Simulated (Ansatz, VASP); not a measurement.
**Be16CO in VASP and in Ansatz**

```
CELL_PARAMETERS angstrom
4.52544 0.00000 0.00000
-2.26272 3.91914 0.00000
0.00000 0.00000 23.47617
ATOMIC_POSITIONS crystal
Be 0.33333 0.16667 0.17039
Be 0.33333 0.66667 0.17039
Be 0.83333 0.16667 0.17039
Be 0.83333 0.66667 0.17039
Be 0.16667 0.33333 0.24635
Be 0.16667 0.83333 0.24635
Be 0.66667 0.33333 0.24635
Be 0.66667 0.83333 0.24635
Be 0.33333 0.16667 0.32419
Be 0.33333 0.66667 0.32419
Be 0.83333 0.16667 0.32419
Be 0.83333 0.66667 0.32419
Be 0.16667 0.33333 0.40365
Be 0.16667 0.83333 0.40365
Be 0.66667 0.33333 0.40365
Be 0.66667 0.83333 0.40365
C 0.16667 0.33333 0.47351
O 0.27131 0.22869 0.50845
```

Alike in both runs: task single point; functional PBE; k mesh 6 × 6 × 1; occupations gaussian, width 0.1 eV; no spin polarisation.

|  | VASP | Ansatz |
| --- | --- | --- |
| version | VASP 6.6.1 | Ansatz 0.2.0 |
| potentials or method | VASP PAW PBE potentials, release 64 (Be, C, O), cutoff 520 eV | scalar-relativistic, plane waves, PAW |
| valence electrons in the cell | 42 | 42 |

|  | VASP | Ansatz | Ansatz less VASP |
| --- | --- | --- | --- |
| gap on the k mesh at the Fermi level (eV) | none | none | - |
| rms of the force components (eV/Å) | 0.527 | 0.527 | -0.0008 |

Atom by atom the forces differ by 0.153 eV/Å (rms over components). A gap of «none» marks a metal or a gap that the smearing closes.

Noted on VASP's run: the standard files for N, O and F lose accuracy on very short bonds.
